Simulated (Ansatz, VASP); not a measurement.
**One calculation of W, two programs**

```xyz
15
Lattice="6.3200 0.0000 0.0000 0.0000 6.3200 0.0000 0.0000 0.0000 6.3200" Properties=species:S:1:pos:R:3 pbc="T T T"
W    -0.0207    0.0194    0.0060
W     3.1654    0.0193    0.0062
W    -0.0204    3.1534    0.0060
W    -0.0204    0.0192    3.1921
W     1.5725    1.5864    1.5990
W     3.1655    3.1532    0.0062
W     3.1656    0.0195    3.1922
W     4.7325    1.5863    1.5992
W    -0.0205    3.1533    3.1920
W     1.5725    4.7463    1.5991
W     1.5725    1.5863    4.7590
W     3.1653    3.1536    3.1921
W     4.7324    4.7463    1.5991
W     1.5725    4.7463    4.7591
W     4.7325    4.7466    4.7591
```

Alike in both runs: functional PBEsol; k mesh 3 × 3 × 3; occupations fermi-dirac, width 0.15 eV; no spin polarisation.

Ansatz relaxed the structure, and its values are those at the end. VASP's run is a single point on that final structure, the one shown.

|  | VASP | Ansatz |
| --- | --- | --- |
| version | VASP 6.6.1 | Ansatz 0.2.0 |
| potentials or method | VASP PAW PBE potentials, release 64 (W_sv), cutoff 520 eV | scalar-relativistic, plane waves, PAW |
| valence electrons in the cell | 210 | 210 |

|  | VASP | Ansatz | Ansatz less VASP |
| --- | --- | --- | --- |
| rms of the force components (eV/Å) | 0.006 | 0.001 | -0.0043 |

VASP's potentials were made for PBE, not for PBEsol, and Ansatz warns of the same on its side.

Neither program's run includes spin-orbit coupling.
